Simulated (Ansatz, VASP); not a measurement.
# One calculation of CsAl3, two programs

```
Cs Al
1.0
     4.81223    0.00000    0.00000
     0.00000    4.81223    0.00000
     0.00000    0.00000    4.81223
Cs Al
1 3
Direct
  0.00000 0.00000 0.00000
  0.00000 0.50000 0.50000
  0.50000 0.00000 0.50000
  0.50000 0.50000 0.00000
```

Alike in both runs: functional PBE; k mesh 10 × 10 × 10; occupations gaussian, width 0.1 eV; no spin polarisation.

Ansatz relaxed the structure, and its values are those at the end. VASP's run is a single point on that final structure, the one shown.

```csv
,VASP,Ansatz
version,VASP 6.6.1,Ansatz 0.2.0
potentials or method,"VASP PAW PBE potentials, release 64 (Cs_sv, Al), cutoff 520 eV","scalar-relativistic, plane waves, PAW"
valence electrons in the cell,18,18
```

```csv
,VASP,Ansatz,Ansatz less VASP
gap on the k mesh at the Fermi level (eV),none,none,-
pressure (GPa),0.0,0.0,-0.03
```

A gap of «none» marks a metal or a gap that the smearing closes.

Spin-orbit coupling is off throughout.
